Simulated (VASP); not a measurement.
# Ru (P6_3/mmc) in VASP: settings compared, part 2 of 2

VASP 6.6.1. Earlier steps stand in the parts before.

### Step 5. Single point, LDA, non-collinear spin, zero start, spin-orbit coupling

This run uses another cell than the first one, of 13.30 Å³/atom.

The input, INCAR:

```
  PREC = Accurate
  ENCUT = 520
  EDIFF = 1E-7
  ISMEAR = -1
  SIGMA = 0.05
  LREAL = False
  LASPH = True
  NELM = 150
  ALGO = Fast
  ISIF = 2
  LWAVE = False
  LCHARG = False
  MAGMOM = 0 0 0 0 0 0
  LORBIT = 11
  LSORBIT = True
  GGA_COMPAT = False
  LORBMOM = True
  LMAXMIX = 4
  GGA = CA
  NBANDS = 40
```

The input, KPOINTS:

```
regular mesh
0
Gamma
  11 11 6
```

The input, POSCAR:

```
Ru
1.0
    2.6876397213      0.0000000000      0.0000000000
   -1.3438198606      2.3275642749      0.0000000000
    0.0000000000      0.0000000000      4.2531615502
Ru
2
Direct
    0.6666666667      0.3333333333      0.7500000000
    0.3333333333      0.6666666667      0.2500000000
```

Potentials or basis: VASP PAW LDA potentials, release 64 (Ru_pv).

The run is started by

```sh
$ cat potpaw_LDA.64/Ru_pv/POTCAR > POTCAR
$ mpirun -np 1 vasp_ncl > vasp.out
```

OUTCAR:

```text
PREC = Accurate
   ENCUT = 520
   EDIFF = 1E-7
   ISMEAR = -1
   LREAL = False
   LASPH = True
   NELM = 150
   ISIF = 2
   LORBIT = 11
   LSORBIT = True
   GGA = CA

 ion  position               nearest neighbor table
   1  0.667  0.333  0.750-   2 2.63   2 2.63   2 2.63   2 2.63   2 2.63   2 2.63
   2  0.333  0.667  0.250-   1 2.63   1 2.63   1 2.63   1 2.63   1 2.63   1 2.63

  LATTYP: Found a hexagonal cell.
 ALAT       =     2.6876397213
 C/A-ratio  =     1.5824894671

  Lattice vectors:

 A1 = (   2.6876397213,   0.0000000000,   0.0000000000)
 A2 = (  -1.3438198606,   2.3275642749,   0.0000000000)
 A3 = (   0.0000000000,   0.0000000000,   4.2531615502)

Analysis of symmetry for initial positions (statically):
=====================================================================
 Subroutine PRICEL returns:
 Original cell was already a primitive cell.

 Routine SETGRP: Setting up the symmetry group for a
 hexagonal supercell.

 Subroutine GETGRP returns: Found 24 space group operations
 (whereof 12 operations were pure point group operations)
 out of a pool of 24 trial point group operations.

The static configuration has the point symmetry D_3d.
 The point group associated with its full space group is D_6h.

Analysis of symmetry for dynamics (positions and initial velocities):
=====================================================================
 Subroutine PRICEL returns:
 Original cell was already a primitive cell.

 Routine SETGRP: Setting up the symmetry group for a
 hexagonal supercell.

 Subroutine GETGRP returns: Found 24 space group operations
 (whereof 12 operations were pure point group operations)
 out of a pool of 24 trial point group operations.

The dynamic configuration has the point symmetry D_3d.
 The point group associated with its full space group is D_6h.

Analysis of structural, dynamic, and magnetic symmetry:
=====================================================================
 Subroutine PRICEL returns:
 Original cell was already a primitive cell.

 Routine SETGRP: Setting up the symmetry group for a
 hexagonal supercell.

 Subroutine GETGRP returns: Found 24 space group operations
 (whereof 12 operations were pure point group operations)
 out of a pool of 24 trial point group operations.

The overall configuration has the point symmetry D_3d.
 The point group associated with its full space group is D_6h.

 Subroutine INISYM returns: Found 24 space group operations
 (whereof 12 operations are pure point group operations),
 and found     1 'primitive' translations

----------------------------------------------------------------------------------------

                                     Primitive cell

  volume of cell :      26.6063

  direct lattice vectors                    reciprocal lattice vectors
     2.687639721  0.000000000  0.000000000     0.372073679  0.214816839  0.000000000
[... 1180 lines left out ...]

  FORCE on cell =-STRESS in cart. coord.  units (eV):
  Direction    XX          YY          ZZ          XY          YZ          ZX
  --------------------------------------------------------------------------------------
  -------------------------------------------------------------------------------------
  Total       -0.7427530     -0.7427530     -0.7950556     -0.0000000      0.0000000      0.0000000
  in kB      -44.7270631    -44.7270631    -47.8766205     -0.0000000      0.0000000      0.0000000
  external PRESSURE =     -45.7769156 kB  Pullay stress =       0.0000000 kB

 VOLUME and BASIS-vectors are now :
 -----------------------------------------------------------------------------
  energy-cutoff  :      520.00
  volume of cell :       26.61
      direct lattice vectors                 reciprocal lattice vectors
     2.687639721  0.000000000  0.000000000     0.372073679  0.214816839  0.000000000
    -1.343819861  2.327564275  0.000000000     0.000000000  0.429633678  0.000000000
     0.000000000  0.000000000  4.253161550     0.000000000  0.000000000  0.235119214

 POSITION                                       TOTAL-FORCE (eV/Angst)
 -----------------------------------------------------------------------------------
      1.34382      0.77585      3.18987         0.000000     -0.000000     -0.000000
     -0.00000      1.55171      1.06329        -0.000000      0.000000      0.000000
 -----------------------------------------------------------------------------------
    total drift:                                0.000000      0.000000      0.000000

  FREE ENERGIE OF THE ION-ELECTRON SYSTEM (eV)
  ---------------------------------------------------
  free  energy   TOTEN  =       -21.6546362801 eV

  energy  without entropy=      -21.6385389478  energy(sigma->0) =      -21.64658761

 orbital moment (x)

 # of ion     p       d       tot
 ----------------------------------------
  1        -0.000  -0.000  -0.000
  2        -0.000   0.000   0.000
 ----------------------------------------
           -0.000   0.000   0.000

 orbital moment (y)

 # of ion     p       d       tot
 ----------------------------------------
  1         0.000   0.000   0.000
  2         0.000   0.000   0.000
 ----------------------------------------
            0.000   0.000   0.000

 orbital moment (z)

 # of ion     p       d       tot
 ----------------------------------------
  1         0.000  -0.000  -0.000
  2         0.000  -0.000  -0.000
 ----------------------------------------
            0.000  -0.000  -0.000

 Spin-Orbit-Coupling matrix elements

 Ion:    1  E_soc:     -0.2724056
 l=   1
     0.0000000    -0.0377079    -0.0377451
    -0.0377079     0.0000000    -0.0377079
    -0.0377451    -0.0377079     0.0000000
 l=   2
     0.0000000    -0.0015639     0.0000000    -0.0015639    -0.0062409
    -0.0015639     0.0000000    -0.0044716    -0.0016020    -0.0015639
     0.0000000    -0.0044716     0.0000000    -0.0044716     0.0000000
    -0.0015639    -0.0016020    -0.0044716     0.0000000    -0.0015639
    -0.0062409    -0.0015639     0.0000000    -0.0015639     0.0000000
 l=   3
     0.0000000     0.0000000     0.0000000     0.0000000     0.0000000     0.0000000     0.0000000
     0.0000000     0.0000000     0.0000000     0.0000000     0.0000000     0.0000000     0.0000000
     0.0000000     0.0000000     0.0000000     0.0000000     0.0000000     0.0000000     0.0000000
     0.0000000     0.0000000     0.0000000     0.0000000     0.0000000     0.0000000     0.0000000
     0.0000000     0.0000000     0.0000000     0.0000000     0.0000000     0.0000000     0.0000000
     0.0000000     0.0000000     0.0000000     0.0000000     0.0000000     0.0000000     0.0000000
     0.0000000     0.0000000     0.0000000     0.0000000     0.0000000     0.0000000     0.0000000

 Ion:    2  E_soc:     -0.2724056
 l=   1
     0.0000000    -0.0377079    -0.0377451
    -0.0377079     0.0000000    -0.0377079
    -0.0377451    -0.0377079     0.0000000
 l=   2
     0.0000000    -0.0015639     0.0000000    -0.0015639    -0.0062409
    -0.0015639     0.0000000    -0.0044716    -0.0016020    -0.0015639
     0.0000000    -0.0044716     0.0000000    -0.0044716     0.0000000
    -0.0015639    -0.0016020    -0.0044716     0.0000000    -0.0015639
    -0.0062409    -0.0015639     0.0000000    -0.0015639     0.0000000
 l=   3
     0.0000000     0.0000000     0.0000000     0.0000000     0.0000000     0.0000000     0.0000000
     0.0000000     0.0000000     0.0000000     0.0000000     0.0000000     0.0000000     0.0000000
     0.0000000     0.0000000     0.0000000     0.0000000     0.0000000     0.0000000     0.0000000
     0.0000000     0.0000000     0.0000000     0.0000000     0.0000000     0.0000000     0.0000000
     0.0000000     0.0000000     0.0000000     0.0000000     0.0000000     0.0000000     0.0000000
     0.0000000     0.0000000     0.0000000     0.0000000     0.0000000     0.0000000     0.0000000
     0.0000000     0.0000000     0.0000000     0.0000000     0.0000000     0.0000000     0.0000000

 total charge

# of ion       s       p       d       tot
------------------------------------------
    1        0.415   6.331   5.974  12.720
    2        0.415   6.331   5.974  12.720
--------------------------------------------------
tot          0.830  12.661  11.949  25.440

 magnetization (x)

# of ion       s       p       d       tot
------------------------------------------
    1       -0.000   0.000   0.000  -0.000
    2       -0.000   0.000   0.000  -0.000
--------------------------------------------------
tot         -0.000   0.000   0.000  -0.000

 magnetization (y)

# of ion       s       p       d       tot
------------------------------------------
    1        0.000   0.000   0.000   0.000
    2        0.000   0.000   0.000   0.000
--------------------------------------------------
tot          0.000   0.000   0.000   0.000

 magnetization (z)

# of ion       s       p       d       tot
------------------------------------------
    1        0.000   0.000   0.000   0.000
    2        0.000   0.000   0.000   0.000
--------------------------------------------------
tot          0.000   0.000   0.000   0.000
```

OSZICAR:

```text
N       E                     dE             d eps       ncg     rms          rms(c)
DAV:   1     0.337080286853E+03    0.33708E+03   -0.16685E+04  5136   0.157E+03
DAV:   2    -0.135734240354E+02   -0.35065E+03   -0.33838E+03  5352   0.499E+02
DAV:   3    -0.230331818523E+02   -0.94598E+01   -0.93273E+01  5976   0.929E+01
DAV:   4    -0.231259267024E+02   -0.92745E-01   -0.92662E-01  6688   0.819E+00
DAV:   5    -0.231270247171E+02   -0.10980E-02   -0.10939E-02  5856   0.820E-01    0.194E+01
RMM:   6    -0.217585738370E+02    0.13685E+01   -0.30840E+00  5225   0.151E+01    0.525E+00
RMM:   7    -0.216650737687E+02    0.93500E-01   -0.40037E-01  5495   0.462E+00    0.141E+00
RMM:   8    -0.216597273998E+02    0.53464E-02   -0.20003E-02  5638   0.145E+00    0.837E-01
RMM:   9    -0.216546702592E+02    0.50571E-02   -0.62195E-03  5747   0.818E-01    0.110E-01
RMM:  10    -0.216546178031E+02    0.52456E-04   -0.59669E-04  6101   0.237E-01    0.222E-02
RMM:  11    -0.216546313326E+02   -0.13530E-04   -0.14306E-04  6308   0.124E-01    0.129E-02
RMM:  12    -0.216546356033E+02   -0.42707E-05   -0.41945E-05  6760   0.571E-02    0.753E-03
RMM:  13    -0.216546364161E+02   -0.81282E-06   -0.71251E-06  6819   0.256E-02    0.628E-03
RMM:  14    -0.216546362725E+02    0.14357E-06   -0.97986E-07  6158   0.105E-02    0.176E-03
RMM:  15    -0.216546362801E+02   -0.75565E-08   -0.29784E-07  5349   0.430E-03
   1 F= -.21654636E+02 E0= -.21646588E+02  d E =-.160973E-01  mag=     0.0000     0.0000    -0.0000
```

Wall time 66 s (1 thread of Intel Xeon 6975P-C (Granite Rapids), shared host); peak memory 0.22 GiB.

What came out:

```yaml
Free_energy: -21.6546 eV
Pressure: -4.6 GPa
Net_moment: 0.00 μB per cell
Valence_electrons_inside_the_program's_atomic_spheres: Ru 12.72
```

Stress tensor (GPa, compression positive):
```
-4.47  0.00  0.00
 0.00 -4.47  0.00
 0.00  0.00 -4.79
```

Moments on the atoms (μB; x, y, z):
```
Ru  0.00 0.00 0.00
Ru  0.00 0.00 0.00
```

Caveat: the cell stands under tension.

### Step 6. The runs side by side

```tsv
task	level	potentials or basis	spin	cell	cutoff (eV)	pressure (GPa)	moment (μB)
relaxation of cell and atoms	RPBE+D4	VASP PAW PBE potentials, release 64 (Ru_pv)	off	relaxed from a = 2.706, b = 2.706, c = 4.282 Å, angles 90.0, 90.0, 120.0°, 2 atoms	600	0.0	-
single point	LDA	VASP PAW LDA potentials, release 64 (Ru_pv)	non-collinear, zero start, SOC	a = 2.651, b = 2.651, c = 4.194 Å, angles 90.0, 90.0, 120.0°, 2 atoms	520	11.3	0.00
single point	LDA	VASP PAW LDA potentials, release 64 (Ru_pv)	non-collinear, zero start, SOC	a = 2.669, b = 2.669, c = 4.224 Å, angles 90.0, 90.0, 120.0°, 2 atoms	520	2.9	0.00
single point	LDA	VASP PAW LDA potentials, release 64 (Ru_pv)	non-collinear, zero start, SOC	a = 2.688, b = 2.688, c = 4.253 Å, angles 90.0, 90.0, 120.0°, 2 atoms	520	-4.6	0.00
```

Alike in all rows: k mesh 11 × 11 × 6; smearing fermi-dirac 0.05 eV.

Caveats: the PAW data sets were made with another functional, which shifts forces and pressure a little (at least some runs); the cell stands under pressure (at least some runs); the cell stands under tension (at least some runs).

Absolute energies hang on the potentials; compare differences alone.
